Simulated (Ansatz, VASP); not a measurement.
MnS: VASP beside Ansatz

```
CELL_PARAMETERS angstrom
0.00000 2.48238 2.48238
2.48238 0.00000 2.48238
2.48238 2.48238 0.00000
ATOMIC_POSITIONS crystal
Mn 0.00000 0.00000 0.00000
S 0.75000 0.75000 0.75000
```

Alike in both runs: task single point; functional PBEsol; k mesh 16 × 16 × 16; occupations gaussian, width 0.15 eV; no spin polarisation.

```csv
,VASP,Ansatz
version,VASP 6.6.1,Ansatz 0.2.0
potentials or method,"VASP PAW PBE potentials, release 64 (Mn_pv, S), cutoff 520 eV","scalar-relativistic, plane waves, PAW"
valence electrons in the cell,19,21
```

|  | VASP | Ansatz | Ansatz less VASP |
| --- | --- | --- | --- |
| gap on the k mesh at the Fermi level (eV) | none | none | - |
| pressure (GPa) | -4.4 | -4.6 | -0.23 |

VASP's potentials were made for PBE, not for PBEsol. A gap of «none» marks a metal or a gap that the smearing closes. VASP's potentials hold 19 valence electrons a cell and Ansatz's 21, so a difference there can come from the potentials and not from the codes.
